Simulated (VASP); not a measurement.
# Cr (Im-3m) in VASP: further runs, part 2 of 2

VASP 6.6.1. The steps go on from the part before.

## 4. Single point, PBE, collinear spin, ferromagnetic start

Contents of INCAR:

```
PREC = Accurate
ENCUT = 520
EDIFF = 1E-6
ISMEAR = -1
SIGMA = 0.1
LREAL = False
LASPH = True
NELM = 150
ALGO = Normal
ISIF = 2
LWAVE = False
LCHARG = False
ISPIN = 2
MAGMOM = 1.5
LORBIT = 11
LMAXMIX = 4
GGA = PE
NBANDS = 16
```

Contents of KPOINTS:

```
regular mesh
0
Gamma
  15 15 15
```

Contents of POSCAR:

```
Cr
1.0
   -1.4240148648      1.4240148648      1.4240148648
    1.4240148648     -1.4240148648      1.4240148648
    1.4240148648      1.4240148648     -1.4240148648
Cr
1
Direct
    0.0000000000      0.0000000000      0.0000000000
```

Potentials or basis: VASP PAW PBE potentials, release 64 (Cr_pv).

The run is started by

```sh
$ cat potpaw_PBE.64/Cr_pv/POTCAR > POTCAR
$ mpirun -np 1 vasp_std > vasp.out
```

OUTCAR:

```text
PREC = Accurate
   ENCUT = 520
   EDIFF = 1E-6
   ISMEAR = -1
   LREAL = False
   LASPH = True
   NELM = 150
   ISIF = 2
   ISPIN = 2
   LORBIT = 11
   GGA = PE

 ion  position               nearest neighbor table
   1  0.000  0.000  0.000-

  LATTYP: Found a body centered cubic cell.
 ALAT       =     2.8480297296

  Lattice vectors:

 A1 = (  -1.4240148648,   1.4240148648,   1.4240148648)
 A2 = (   1.4240148648,  -1.4240148648,   1.4240148648)
 A3 = (   1.4240148648,   1.4240148648,  -1.4240148648)

Analysis of symmetry for initial positions (statically):
=====================================================================
 Subroutine PRICEL returns:
 Original cell was already a primitive cell.

 Routine SETGRP: Setting up the symmetry group for a
 body centered cubic supercell.

 Subroutine GETGRP returns: Found 48 space group operations
 (whereof 48 operations were pure point group operations)
 out of a pool of 48 trial point group operations.

The static configuration has the point symmetry O_h .

Analysis of symmetry for dynamics (positions and initial velocities):
=====================================================================
 Subroutine PRICEL returns:
 Original cell was already a primitive cell.

 Routine SETGRP: Setting up the symmetry group for a
 body centered cubic supercell.

 Subroutine GETGRP returns: Found 48 space group operations
 (whereof 48 operations were pure point group operations)
 out of a pool of 48 trial point group operations.

The dynamic configuration has the point symmetry O_h .

Analysis of structural, dynamic, and magnetic symmetry:
=====================================================================
 Subroutine PRICEL returns:
 Original cell was already a primitive cell.

 Routine SETGRP: Setting up the symmetry group for a
 body centered cubic supercell.

 Subroutine GETGRP returns: Found 48 space group operations
 (whereof 48 operations were pure point group operations)
 out of a pool of 48 trial point group operations.

The overall configuration has the point symmetry O_h .

 Subroutine INISYM returns: Found 48 space group operations
 (whereof 48 operations are pure point group operations),
 and found     1 'primitive' translations

----------------------------------------------------------------------------------------

                                     Primitive cell

  volume of cell :      11.5506

  direct lattice vectors                    reciprocal lattice vectors
    -1.424014865  1.424014865  1.424014865     0.000000000  0.351119930  0.351119930
     1.424014865 -1.424014865  1.424014865     0.351119930  0.000000000  0.351119930
     1.424014865  1.424014865 -1.424014865     0.351119930  0.351119930  0.000000000

  length of vectors
     2.466466097  2.466466097  2.466466097     0.496558567  0.496558567  0.496558567

  position of ions in fractional coordinates (direct lattice)
     0.000000000  0.000000000  0.000000000

  ion indices of the primitive-cell ions
   primitive index   ion index
                 1           1

----------------------------------------------------------------------------------------
[... 50 lines left out ...]
  0.400000  0.200000 -0.000000     24.000000
 [... further k-points ...]
   k-points           NKPTS =    120   k-points in BZ     NKDIM =    120   number of bands    NBANDS=     16
   number of dos      NEDOS =    301   number of ions     NIONS =      1
   total plane-waves  NPLWV =   5832
   dimension x,y,z NGX =    18 NGY =   18 NGZ =   18
   dimension x,y,z NGXF=    36 NGYF=   36 NGZF=   36
   ions per type =               1
   NGX,Y,Z   is equivalent  to a cutoff of  12.13, 12.13, 12.13 a.u.
   NGXF,Y,Z  is equivalent  to a cutoff of  24.26, 24.26, 24.26 a.u.
 SYSTEM =  unknown system
   PREC   = accura    normal or accurate (medium, high low for compatibility)
   ISTART =      0    job   : 0-new  1-cont  2-samecut
   ICHARG =      2    charge: 1-file 2-atom 10-const
   ISPIN  =      2    spin polarized calculation?
   LNONCOLLINEAR =      F non collinear calculations
   LSORBIT =      F    spin-orbit coupling
   LASPH  =      T    aspherical Exc in radial PAW
   ENCUT  =  520.0 eV  38.22 Ry    6.18 a.u.   4.59  4.59  4.59*2*pi/ulx,y,z
   NELM   =    150;   NELMIN=  2; NELMDL= -5     # of ELM steps
   EDIFF  = 0.1E-05   stopping-criterion for ELM
   LREAL  =      F    real-space projection
   EDIFFG = 0.1E-04   stopping-criterion for IOM
   NSW    =      0    number of steps for IOM
   IBRION =     -1    ionic relax: 0-MD 1-quasi-New 2-CG
   NFREE  =      0    steps in history (QN), initial steepest desc. (CG)
   ISIF   =      2    stress and relaxation
   ISYM   =      2    0-nonsym 1-usesym 2-fastsym
   POTIM  = 0.5000    time-step for ionic-motion
   TEBEG  =    0.0;   TEEND  =   0.0 temperature during run
   PSTRESS=    0.0 pullay stress
   NELECT =      12.0000    total number of electrons
   NUPDOWN=      -1.0000    fix difference up-down
   EMIN   =  10.00;   EMAX   =-10.00  energy-range for DOS
   EFERMI =   0.00;   METHOD = LEGACY
   ISMEAR =    -1;   SIGMA  =   0.10  broadening in eV -4-tet -1-fermi 0-gaus
   EFERMI_NEDOS =   21; number of points for ismear=-14 and -15
   IALGO  =     38    algorithm
   IMIX   =      4    mixing-type and parameters
     AMIX     =   0.40;   BMIX     =  1.00
     AMIX_MAG =   1.60;   BMIX_MAG =  1.00
  volume/ion in A,a.u.               =      11.55        77.95
  Fermi-wavevector in a.u.,A,eV,Ry     =   1.658062  3.133283 37.404716  2.749169
  Thomas-Fermi vector in A             =   2.745707
   LORBIT       =     11    0 simple, 1 ext, 2 COOP (PROOUT), +10 PAW based schemes
   GGA     = PE    functional components
   LHFCALC =     F    Hartree Fock is set to
   AEXX    =    0.0000 exact exchange contribution
   IVDW    =     0    specifies the selected vdW correction
   LEPSILON=     F    determine dielectric tensor
   LRPA    =     F    only Hartree local field effects (RPA)
 spin polarized calculation
  energy-cutoff  :      520.00
  volume of cell :       11.55
 maximum number of plane-waves:       321
   NGX =  9   NGY =  9   NGZ =  9

 number of electron      11.9999994 magnetization       0.0006065

 number of electron      11.9999994 magnetization      -0.0002008

 Free energy of the ion-electron system (eV)
  ---------------------------------------------------
  ext. energy  EPLUGINS =         0.00000000
  ---------------------------------------------------
  free energy    TOTEN  =        -9.52495721 eV

  energy without entropy =       -9.49689264  energy(sigma->0) =       -9.51092492

 E-fermi :  10.9720     XC(G=0): -13.6727

 val. band max:       10.9620974192   @ k =  -0.3333   0.4000   0.2667
 cond. band min:      10.9862463523   @ k =   0.0667   0.0667   0.0667
 fundamental gap:      0.0241489331
 Fermi energy:        10.9720030752

 spin component 1

 k-point     1 :       0.0000    0.0000    0.0000
  band No.  band energies     occupation
      1     -31.7416      1.00000
      2     -31.7416      1.00000
      3     -31.7416      1.00000
      4       3.1162      1.00000
      5      10.0704      0.99988
      6      10.0704      0.99988
[... 435 lines left out ...]
      5       8.6237      1.00000
      6       9.8538      0.99999
[... 8 lines left out ...]
     15      40.2398      0.00000
     16      45.3271      0.00000

 [... further k-points ...]

 spin component 2

 k-point     1 :       0.0000    0.0000    0.0000
  band No.  band energies     occupation
      1     -31.7417      1.00000
      2     -31.7417      1.00000
      3     -31.7417      1.00000
      4       3.1161      1.00000
      5      10.0702      0.99988
      6      10.0702      0.99988
[... 435 lines left out ...]
      5       8.6236      1.00000
      6       9.8537      0.99999
[... 8 lines left out ...]
     15      40.2397      0.00000
     16      45.3270      0.00000

 [... further k-points ...]
[... 5 lines left out ...]
  --------------------------------------------------------------------------------------
  -------------------------------------------------------------------------------------
  Total       -0.0264426     -0.0264426     -0.0264426      0.0000000      0.0000000      0.0000000
  in kB       -3.6678473     -3.6678473     -3.6678473      0.0000000      0.0000000      0.0000000
  external PRESSURE =      -3.6678473 kB  Pullay stress =       0.0000000 kB

 VOLUME and BASIS-vectors are now :
 -----------------------------------------------------------------------------
  energy-cutoff  :      520.00
  volume of cell :       11.55
      direct lattice vectors                 reciprocal lattice vectors
    -1.424014865  1.424014865  1.424014865     0.000000000  0.351119930  0.351119930
     1.424014865 -1.424014865  1.424014865     0.351119930  0.000000000  0.351119930
     1.424014865  1.424014865 -1.424014865     0.351119930  0.351119930  0.000000000

 POSITION                                       TOTAL-FORCE (eV/Angst)
 -----------------------------------------------------------------------------------
      0.00000      0.00000      0.00000        -0.000000      0.000000      0.000000
 -----------------------------------------------------------------------------------
    total drift:                                0.000000     -0.000000      0.000000

  FREE ENERGIE OF THE ION-ELECTRON SYSTEM (eV)
  ---------------------------------------------------
  free  energy   TOTEN  =        -9.5249572073 eV

  energy  without entropy=       -9.4968926366  energy(sigma->0) =       -9.51092492

 total charge

# of ion       s       p       d       tot
------------------------------------------
    1        0.440   6.404   4.215  11.059

 magnetization (x)

# of ion       s       p       d       tot
------------------------------------------
    1        0.000  -0.000  -0.000  -0.000
```

stdout:

```text
POSCAR found type information on POSCAR Cr
 POSCAR found :  1 types and       1 ions
 scaLAPACK will be used
 LDA part: xc-table for (Slater+PW92), standard interpolation
 POSCAR, INCAR and KPOINTS ok, starting setup
 FFT: planning ... GRIDC
 FFT: planning ... GRID_SOFT
 FFT: planning ... GRID
 WAVECAR not read
 entering main loop
```

It took 28 s on 1 thread of Intel Xeon 6975P-C, shared host; peak memory 0.14 GiB.

What came out:

| Quantity | Value |
| --- | --- |
| Free energy | -9.5250 eV |
| Pressure | -0.4 GPa |
| Band gap on the k mesh | zero (filled and empty bands overlap) |
| Net moment | 0.00 μB per cell |
| Valence electrons inside the program's atomic spheres | Cr 11.06 |

Levels at points of the mesh, in eV from the Fermi level:
Spin up:
| k point | band 3 | band 4 | band 5 | band 6 | band 7 | band 8 | band 9 | band 10 |
| --- | --- | --- | --- | --- | --- | --- | --- | --- |
| (0.00, 0.00, 0.00) | -42.71 | -7.86 | -0.90 | -0.90 | -0.90 | 1.15 | 1.15 | 7.12 |
Spin down:
```
           k point  band 4  band 5  band 6  band 7  band 8  band 9
(0.00, 0.00, 0.00)   -7.86   -0.90   -0.90   -0.90    1.15    1.15
```

Caveat: the starting moments collapsed, and a magnetic state may lie lower.
